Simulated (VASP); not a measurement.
# Pt (Fm-3m) in VASP: further runs

Pt is run at these levels: PBE; tasks: single point, relaxation of cell and atoms.

Program: VASP 6.6.1. These are calculated values, not measurements. Logs are shortened: lines on timing, memory, paths and dates and some standing lists are left out, and cuts for length are marked.

## (1) The cell of the first run

The structure is cubic, space group Fm-3m (No. 225). The conventional cell has a = 3.971 Å, b = 3.971 Å, c = 3.971 Å, α = 90.00°, β = 90.00°, γ = 90.00°. Within 3.7 Å of Pt (site symmetry m-3m) lie 12 Pt at 2.81 Å.

## (2) Single point, PBE

INCAR

```
ALGO = Normal
EDIFF = 1E-6
ENCUT = 520
GGA = PE
ISIF = 2
ISMEAR = 0
LASPH = True
LCHARG = False
LREAL = False
LWAVE = False
NBANDS = 11
NELM = 80
PREC = Accurate
SIGMA = 0.1
```

KPOINTS

```
k-points
0
Gamma
  12 12 12
```

POSCAR

```
Pt
1.0
    0.0000000000      1.9854511845      1.9854511845
    1.9854511845      0.0000000000      1.9854511845
    1.9854511845      1.9854511845      0.0000000000
Pt
1
Direct
    0.0000000000      0.0000000000      0.0000000000
```

Potentials or basis: VASP PAW PBE potentials, release 64 (Pt).

Run with:

```
cat potpaw_PBE.64/Pt/POTCAR > POTCAR
mpirun -np 1 vasp_std > vasp.out
```

OUTCAR:

```text
EDIFF = 1E-6
   ENCUT = 520
   GGA = PE
   ISIF = 2
   ISMEAR = 0
   LASPH = True
   LREAL = False
   NELM = 80
   PREC = Accurate

 ion  position               nearest neighbor table
   1  0.000  0.000  0.000-

  LATTYP: Found a face centered cubic cell.
 ALAT       =     3.9709023690

  Lattice vectors:

 A1 = (   0.0000000000,   1.9854511845,   1.9854511845)
 A2 = (   1.9854511845,   0.0000000000,   1.9854511845)
 A3 = (   1.9854511845,   1.9854511845,   0.0000000000)

Analysis of symmetry for initial positions (statically):
=====================================================================
 Subroutine PRICEL returns:
 Original cell was already a primitive cell.

 Routine SETGRP: Setting up the symmetry group for a
 face centered cubic supercell.

 Subroutine GETGRP returns: Found 48 space group operations
 (whereof 48 operations were pure point group operations)
 out of a pool of 48 trial point group operations.

The static configuration has the point symmetry O_h .

Analysis of symmetry for dynamics (positions and initial velocities):
=====================================================================
 Subroutine PRICEL returns:
 Original cell was already a primitive cell.

 Routine SETGRP: Setting up the symmetry group for a
 face centered cubic supercell.

 Subroutine GETGRP returns: Found 48 space group operations
 (whereof 48 operations were pure point group operations)
 out of a pool of 48 trial point group operations.

The dynamic configuration has the point symmetry O_h .

 Subroutine INISYM returns: Found 48 space group operations
 (whereof 48 operations are pure point group operations),
 and found     1 'primitive' translations

----------------------------------------------------------------------------------------

                                     Primitive cell

  volume of cell :      15.6534

  direct lattice vectors                    reciprocal lattice vectors
     0.000000000  1.985451185  1.985451185    -0.251831928  0.251831928  0.251831928
     1.985451185  0.000000000  1.985451185     0.251831928 -0.251831928  0.251831928
     1.985451185  1.985451185  0.000000000     0.251831928  0.251831928 -0.251831928

  length of vectors
     2.807851993  2.807851993  2.807851993     0.436185694  0.436185694  0.436185694

  position of ions in fractional coordinates (direct lattice)
     0.000000000  0.000000000  0.000000000

  ion indices of the primitive-cell ions
   primitive index   ion index
                 1           1

----------------------------------------------------------------------------------------

 KPOINTS: k-points

Automatic generation of k-mesh.
 Grid dimensions read from file:
 generate k-points for:   12   12   12

 Generating k-lattice:

  Cartesian coordinates                     Fractional coordinates (reciprocal lattice)
    -0.020985994  0.020985994  0.020985994     0.083333333  0.000000000  0.000000000
     0.020985994 -0.020985994  0.020985994     0.000000000  0.083333333  0.000000000
     0.020985994  0.020985994 -0.020985994     0.000000000  0.000000000  0.083333333

  Length of vectors
     0.036348808  0.036348808  0.036348808

  Shift w.r.t. Gamma in fractional coordinates (k-lattice)
     0.000000000  0.000000000  0.000000000

 Subroutine IBZKPT returns following result:
 ===========================================

 Found     72 irreducible k-points:

 Following reciprocal coordinates:
            Coordinates               Weight
  0.000000  0.000000  0.000000      1.000000
  0.083333  0.000000  0.000000      8.000000
  0.166667  0.000000  0.000000      8.000000
  0.250000  0.000000  0.000000      8.000000
  0.333333  0.000000  0.000000      8.000000
  0.416667  0.000000  0.000000      8.000000
[... 16 lines left out ...]
  0.500000  0.166667  0.000000     24.000000
 -0.416667  0.166667  0.000000     24.000000
 [... further k-points ...]
   k-points           NKPTS =     72   k-points in BZ     NKDIM =     72   number of bands    NBANDS=     11
   number of dos      NEDOS =    301   number of ions     NIONS =      1
   total plane-waves  NPLWV =  13824
   dimension x,y,z NGX =    24 NGY =   24 NGZ =   24
   dimension x,y,z NGXF=    48 NGYF=   48 NGZF=   48
   ions per type =               1
   NGX,Y,Z   is equivalent  to a cutoff of  14.21, 14.21, 14.21 a.u.
   NGXF,Y,Z  is equivalent  to a cutoff of  28.42, 28.42, 28.42 a.u.
 SYSTEM =  unknown system
   PREC   = accura    normal or accurate (medium, high low for compatibility)
   ISTART =      0    job   : 0-new  1-cont  2-samecut
   ICHARG =      2    charge: 1-file 2-atom 10-const
   ISPIN  =      1    spin polarized calculation?
   LNONCOLLINEAR =      F non collinear calculations
   LSORBIT =      F    spin-orbit coupling
   LASPH  =      T    aspherical Exc in radial PAW
   ENCUT  =  520.0 eV  38.22 Ry    6.18 a.u.   5.22  5.22  5.22*2*pi/ulx,y,z
   NELM   =     80;   NELMIN=  2; NELMDL= -5     # of ELM steps
   EDIFF  = 0.1E-05   stopping-criterion for ELM
   LREAL  =      F    real-space projection
   EDIFFG = 0.1E-04   stopping-criterion for IOM
   NSW    =      0    number of steps for IOM
   IBRION =     -1    ionic relax: 0-MD 1-quasi-New 2-CG
   NFREE  =      0    steps in history (QN), initial steepest desc. (CG)
   ISIF   =      2    stress and relaxation
   ISYM   =      2    0-nonsym 1-usesym 2-fastsym
   POTIM  = 0.5000    time-step for ionic-motion
   TEBEG  =    0.0;   TEEND  =   0.0 temperature during run
   PSTRESS=    0.0 pullay stress
   NELECT =      10.0000    total number of electrons
   NUPDOWN=      -1.0000    fix difference up-down
   EMIN   =  10.00;   EMAX   =-10.00  energy-range for DOS
   EFERMI =   0.00;   METHOD = LEGACY
   ISMEAR =     0;   SIGMA  =   0.10  broadening in eV -4-tet -1-fermi 0-gaus
   EFERMI_NEDOS =   21; number of points for ismear=-14 and -15
   IALGO  =     38    algorithm
   IMIX   =      4    mixing-type and parameters
     AMIX     =   0.40;   BMIX     =  1.00
     AMIX_MAG =   1.60;   BMIX_MAG =  1.00
  volume/ion in A,a.u.               =      15.65       105.63
  Fermi-wavevector in a.u.,A,eV,Ry     =   1.409956  2.664431 27.048062  1.987976
  Thomas-Fermi vector in A             =   2.531959
   LORBIT       =      0    0 simple, 1 ext, 2 COOP (PROOUT), +10 PAW based schemes
   GGA     = PE    functional components
   LHFCALC =     F    Hartree Fock is set to
   AEXX    =    0.0000 exact exchange contribution
   IVDW    =     0    specifies the selected vdW correction
   LEPSILON=     F    determine dielectric tensor
   LRPA    =     F    only Hartree local field effects (RPA)
 non-spin polarized calculation
 Gauss-broadening in eV      SIGMA  =   0.10
  energy-cutoff  :      520.00
  volume of cell :       15.65
 maximum number of plane-waves:       444
 NGX is ok and might be reduce to    24
   NGX = 11   NGY = 11   NGZ = 11

 number of electron      10.0000002 magnetization

 Free energy of the ion-electron system (eV)
  ---------------------------------------------------
  ext. energy  EPLUGINS =         0.00000000
  ---------------------------------------------------
  free energy    TOTEN  =        -6.10614081 eV

  energy without entropy =       -6.09540615  energy(sigma->0) =       -6.10077348

 E-fermi :  10.5807     XC(G=0): -13.2657

 val. band max:       10.5777236744   @ k =  -0.4167   0.3333   0.0833
 cond. band min:      10.5811505061   @ k =  -0.4167   0.4167   0.1667
 fundamental gap:      0.0034268317
 Fermi energy:        10.5806949106

 k-point     1 :       0.0000    0.0000    0.0000
  band No.  band energies     occupation
      1       0.7590      2.00000
      2       7.0050      2.00000
      3       7.0050      2.00000
      4       7.0050      2.00000
      5       9.0326      2.00000
      6       9.0326      2.00000
      7      25.2983      0.00000
      8      30.0552      0.00000
      9      30.0552      0.00000
     10      30.0552      0.00000
     11      35.2619      0.00000

 k-point     2 :       0.0833    0.0000    0.0000
  band No.  band energies     occupation
      1       1.0268      2.00000
      2       6.8925      2.00000
      3       7.1071      2.00000
      4       7.1071      2.00000
      5       8.9793      2.00000
      6       8.9793      2.00000
      7      25.6963      0.00000
      8      28.7325      0.00000
      9      30.4553      0.00000
     10      30.4553      0.00000
     11      36.5494      0.00000

 k-point     3 :       0.1667    0.0000    0.0000
  band No.  band energies     occupation
      1       1.7719      2.00000
      2       6.6672      2.00000
      3       7.3149      2.00000
      4       7.3149      2.00000
      5       8.9379      2.00000
      6       8.9379      2.00000
      7      26.3006      0.00000
      8      26.6588      0.00000
      9      31.5594      0.00000
     10      31.5594      0.00000
     11      35.0170      0.00000

 k-point     4 :       0.2500    0.0000    0.0000
  band No.  band energies     occupation
      1       2.7495      2.00000
      2       6.6761      2.00000
      3       7.3591      2.00000
      4       7.3591      2.00000
      5       9.2049      2.00000
      6       9.2049      2.00000
      7      23.6550      0.00000
      8      26.8780      0.00000
      9      32.7913      0.00000
     10      32.7913      0.00000
     11      33.7717      0.00000

 k-point     5 :       0.3333    0.0000    0.0000
  band No.  band energies     occupation
      1       3.4299      2.00000
      2       7.1930      2.00000
      3       7.1930      2.00000
      4       7.4894      2.00000
      5       9.7936      2.00000
      6       9.7936      2.00000
      7      20.6172      0.00000
      8      25.9761      0.00000
      9      31.5386      0.00000
     10      31.5386      0.00000
     11      35.3001      0.00000
[... 211 lines left out ...]
 k-point    21 :       0.3333    0.1667    0.0000
  band No.  band energies     occupation
      1       3.8048      2.00000
      2       5.8840      2.00000
      3       7.1096      2.00000
      4       8.0281      2.00000
      5       9.5796      2.00000
      6      10.0767      2.00000
      7      23.1276      0.00000
      8      27.4947      0.00000
      9      28.1447      0.00000
     10      30.1556      0.00000
     11      34.3671      0.00000

 k-point    22 :       0.4167    0.1667    0.0000
  band No.  band energies     occupation
      1       4.2589      2.00000
      2       6.3831      2.00000
      3       6.8809      2.00000
      4       7.8571      2.00000
      5      10.5415      1.42087
      6      11.1022      0.00000
      7      19.7584      0.00000
      8      26.4208      0.00000
      9      27.5860      0.00000
     10      29.3719      0.00000
     11      36.9380      0.00000

 k-point    23 :       0.5000    0.1667    0.0000
  band No.  band energies     occupation
      1       4.3512      2.00000
      2       6.3983      2.00000
      3       7.5743      2.00000
      4       7.6781      2.00000
      5      10.6609      0.25671
      6      12.9804      0.00000
      7      16.8040      0.00000
      8      25.6373      0.00000
      9      27.6847      0.00000
     10      28.0982      0.00000
     11      37.4893      0.00000

 k-point    24 :      -0.4167    0.1667    0.0000
  band No.  band energies     occupation
      1       4.4065      2.00000
      2       6.4106      2.00000
      3       7.5943      2.00000
      4       7.8773      2.00000
      5      10.2910      1.99996
      6      13.5265      0.00000
      7      16.3557      0.00000
      8      25.1824      0.00000
      9      27.3055      0.00000
     10      28.7753      0.00000
     11      37.0383      0.00000

 [... further k-points ...]

------------------------ aborting loop because EDIFF is reached ----------------------------------------

  FORCE on cell =-STRESS in cart. coord.  units (eV):
  Direction    XX          YY          ZZ          XY          YZ          ZX
  --------------------------------------------------------------------------------------
  -------------------------------------------------------------------------------------
  Total       -0.0485261     -0.0485261     -0.0485261     -0.0000000      0.0000000     -0.0000000
  in kB       -4.9668223     -4.9668223     -4.9668223     -0.0000000      0.0000000     -0.0000000
  external PRESSURE =      -4.9668223 kB  Pullay stress =       0.0000000 kB

 VOLUME and BASIS-vectors are now :
 -----------------------------------------------------------------------------
  energy-cutoff  :      520.00
  volume of cell :       15.65
      direct lattice vectors                 reciprocal lattice vectors
     0.000000000  1.985451185  1.985451185    -0.251831928  0.251831928  0.251831928
     1.985451185  0.000000000  1.985451185     0.251831928 -0.251831928  0.251831928
     1.985451185  1.985451185  0.000000000     0.251831928  0.251831928 -0.251831928

 POSITION                                       TOTAL-FORCE (eV/Angst)
 -----------------------------------------------------------------------------------
      0.00000      0.00000      0.00000         0.000000     -0.000000     -0.000000
 -----------------------------------------------------------------------------------
    total drift:                               -0.000000      0.000000      0.000000

  FREE ENERGIE OF THE ION-ELECTRON SYSTEM (eV)
  ---------------------------------------------------
  free  energy   TOTEN  =        -6.1061408130 eV

  energy  without entropy=       -6.0954061529  energy(sigma->0) =       -6.10077348
```

Wall time 7.2 s (1 thread of Intel Xeon Platinum 8259CL at 2.50GHz (Skylake/Cascade Lake), shared host); peak memory 0.15 GiB.

What came out:

```yaml
Free_energy: -6.1061 eV
Pressure: -0.5 GPa
Band_gap_on_the_k_mesh: zero (band 5 reaches 11.03 eV, above the bottom of band 6 at 8.94 eV)
```

Levels at points of the mesh, in eV from the Fermi level:
```csv
k point,band 1,band 2,band 3,band 4,band 5,band 6,band 7,band 8,band 9,band 10
"(0.00, 0.00, 0.00)",-9.82,-3.58,-3.58,-3.58,-1.55,-1.55,14.72,19.47,19.47,19.47
"(0.50, 0.00, 0.00)",-6.96,-3.63,-3.63,-0.34,0.02,0.02,5.55,14.27,18.71,18.71
"(0.50, 0.50, 0.00)",-6.69,-6.25,-0.01,0.45,0.45,1.84,8.47,11.26,11.26,19.68
```

Caveat: spin-orbit coupling is left out, which moves the levels of the heavy elements.

## (3) Relaxation of cell and atoms, PBE

This run uses another cell than the first one, of 15.41 Å³/atom, 0.984 times its volume.

INCAR

```
SYSTEM = Pt
  ALGO = Fast
  EDIFF = 1E-6
  EDIFFG = -0.003
  ENCUT = 600
  GGA = PE
  IBRION = 2
  ISIF = 3
  ISMEAR = 0
  LASPH = .TRUE.
  LCHARG = .FALSE.
  LREAL = .FALSE.
  LWAVE = .FALSE.
  NELM = 60
  NSW = 80
  PREC = Accurate
  SIGMA = 0.1
```

KPOINTS

```
k-points
0
G
  12 12 12
  0 0 0
```

POSCAR

```
Pt
1.0
    0.0000000000      1.9750000000      1.9750000000
    1.9750000000      0.0000000000      1.9750000000
    1.9750000000      1.9750000000      0.0000000000
Pt
1
Direct
    0.0000000000      0.0000000000      0.0000000000
```

Potentials or basis: VASP PAW PBE potentials, release 64 (Pt).

Run with:

```
cat potpaw_PBE.64/Pt/POTCAR > POTCAR
mpirun -np 1 vasp_std > vasp.out
```

OUTCAR:

```text
SYSTEM = Pt
   EDIFF = 1E-6
   EDIFFG = -0.003
   ENCUT = 600
   GGA = PE
   IBRION = 2
   ISIF = 3
   ISMEAR = 0
   LASPH = .TRUE.
   LREAL = .FALSE.
   NELM = 60
   NSW = 80
   PREC = Accurate

 ion  position               nearest neighbor table
   1  0.000  0.000  0.000-

  LATTYP: Found a face centered cubic cell.
 ALAT       =     3.9500000000

  Lattice vectors:

 A1 = (   0.0000000000,   1.9750000000,   1.9750000000)
 A2 = (   1.9750000000,   0.0000000000,   1.9750000000)
 A3 = (   1.9750000000,   1.9750000000,   0.0000000000)

Analysis of symmetry for initial positions (statically):
=====================================================================
 Subroutine PRICEL returns:
 Original cell was already a primitive cell.

 Routine SETGRP: Setting up the symmetry group for a
 face centered cubic supercell.

 Subroutine GETGRP returns: Found 48 space group operations
 (whereof 48 operations were pure point group operations)
 out of a pool of 48 trial point group operations.

The static configuration has the point symmetry O_h .

Analysis of symmetry for dynamics (positions and initial velocities):
=====================================================================
 Subroutine PRICEL returns:
 Original cell was already a primitive cell.

 Routine SETGRP: Setting up the symmetry group for a
 face centered cubic supercell.
[... 161 lines left out ...]
  -------------------------------------------------------------------------------------
  Total        0.3530827      0.3530827      0.3530827      0.0000000     -0.0000000      0.0000000
  in kB       36.7160310     36.7160310     36.7160310      0.0000000     -0.0000000      0.0000000
  external PRESSURE =      36.7160310 kB  Pullay stress =       0.0000000 kB
[... 22 lines left out ...]
--------------------------------------- Ionic step        2  -------------------------------------------

 number of electron       9.9999999 magnetization

 E-fermi :   9.9451     XC(G=0): -13.0588

 val. band max:        9.9419272365   @ k =  -0.4167   0.3333   0.0833
 cond. band min:       9.9458397573   @ k =  -0.4167   0.4167   0.1667
 fundamental gap:      0.0039125208
 Fermi energy:         9.9451047140

 k-point     1 :       0.0000    0.0000    0.0000
  band No.  band energies     occupation
      1       0.5020      2.00000
      2       6.5705      2.00000
      3       6.5705      2.00000
      4       6.5705      2.00000
      5       8.4840      2.00000
      6       8.4840      2.00000
      7      24.7422      0.00000
      8      29.3047      0.00000
      9      29.3047      0.00000
[... 520 lines left out ...]
--------------------------------------- Ionic step        9  -------------------------------------------

 number of electron      10.0000002 magnetization

 Free energy of the ion-electron system (eV)
  ---------------------------------------------------
  ext. energy  EPLUGINS =         0.00000000
  ---------------------------------------------------
  free energy    TOTEN  =        -6.10627478 eV

  energy without entropy =       -6.09555285  energy(sigma->0) =       -6.10091382

 E-fermi :  10.6115     XC(G=0): -13.2755

 val. band max:       10.6085604225   @ k =  -0.4167   0.3333   0.0833
 cond. band min:      10.6119565157   @ k =  -0.4167   0.4167   0.1667
 fundamental gap:      0.0033960932
 Fermi energy:        10.6115266355

 k-point     1 :       0.0000    0.0000    0.0000
  band No.  band energies     occupation
      1       0.7715      2.00000
      2       7.0258      2.00000
      3       7.0258      2.00000
      4       7.0258      2.00000
      5       9.0591      2.00000
      6       9.0591      2.00000
      7      25.3248      0.00000
      8      30.0910      0.00000
      9      30.0910      0.00000
[... 304 lines left out ...]
  FREE ENERGIE OF THE ION-ELECTRON SYSTEM (eV)
  ---------------------------------------------------
  free  energy   TOTEN  =        -6.1062747825 eV

  energy  without entropy=       -6.0955528531  energy(sigma->0) =       -6.10091382

 reached required accuracy - stopping structural energy minimisation
```

Wall time 40 s (1 thread of Intel Xeon Platinum 8259CL at 2.50GHz (Skylake/Cascade Lake), shared host); peak memory 0.16 GiB.

Results:

```
Free energy                            : -6.1063 eV
Relaxed volume                         : 15.63 Å³/atom
Relaxed cell                           : a = 2.806 Å, b = 2.806 Å, c = 2.806 Å, α = 60.00°, β = 60.00°, γ = 60.00°
Space group after relaxing (to 0.05 Å) : Fm-3m (No. 225)
Energy gained by relaxing              : 2.5 meV/atom
Ionic steps                            : 9
Pressure after relaxing                : 0.0 GPa
Band gap on the k mesh                 : zero (band 5 reaches 11.06 eV, above the bottom of band 6 at 8.96 eV)
```

Step by step:
```tsv
step	energy change (eV)	largest force (eV/Å)	pressure (GPa)	volume (Å³)
1	0.0000	0.0000	3.67	15.41
2	0.0132	0.0000	-8.38	16.21
3	-0.0025	0.0000	0.06	15.63
4	-0.0025	0.0000	-0.15	15.64
5	-0.0024	0.0000	0.30	15.61
6	-0.0025	0.0000	0.04	15.63
7	-0.0025	0.0000	-0.03	15.63
8	-0.0025	0.0000	-0.04	15.63
9	-0.0025	0.0000	-0.02	15.63
```

Final structure:
```xyz
1
Lattice="0.0000 1.9844 1.9844 1.9844 0.0000 1.9844 1.9844 1.9844 0.0000" Properties=species:S:1:pos:R:3 pbc="T T T"
Pt    0.0000    0.0000    0.0000
```

Caveat: spin-orbit coupling is left out, which moves the levels of the heavy elements.
